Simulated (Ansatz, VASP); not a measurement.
## TaOF: VASP beside Ansatz

```
CELL_PARAMETERS angstrom
2.92904 0.00000 0.00000
0.00000 2.92904 0.00000
0.00000 0.00000 4.02674
ATOMIC_POSITIONS crystal
Ta 0.00000 0.00000 0.00000
O 0.50000 0.50000 0.00000
F 0.00000 0.00000 0.50000
```

Change from the starting cell: species swapped into the TiOF type (P4/mmm, No. 123).

Alike in both runs: task single point; functional PBE; k mesh 6 × 6 × 4; occupations gaussian, width 0.1 eV; no spin polarisation.

```csv
,VASP,Ansatz
version,VASP 6.6.1,Ansatz 0.2.0
potentials or method,"VASP PAW PBE potentials, release 64 (Ta_pv, O, F), cutoff 520 eV","scalar-relativistic, plane waves, PAW"
valence electrons in the cell,24,26
```

```csv
,VASP,Ansatz,Ansatz less VASP
gap on the k mesh at the Fermi level (eV),none,none,-
pressure (GPa),19.4,18.8,-0.61
"traceless stress, the component that is largest in VASP (GPa)",7.54,7.42,-0.121
```

A gap of «none» marks a metal or a gap that the smearing closes. With one functional, cell and mesh, what is left measures potentials, basis and numerics. VASP's potentials hold 24 valence electrons a cell and Ansatz's 26, so a difference there can come from the potentials and not from the codes.

The k mesh is coarse, so the values compare programs but aren't converged. Neither program's run includes spin-orbit coupling.
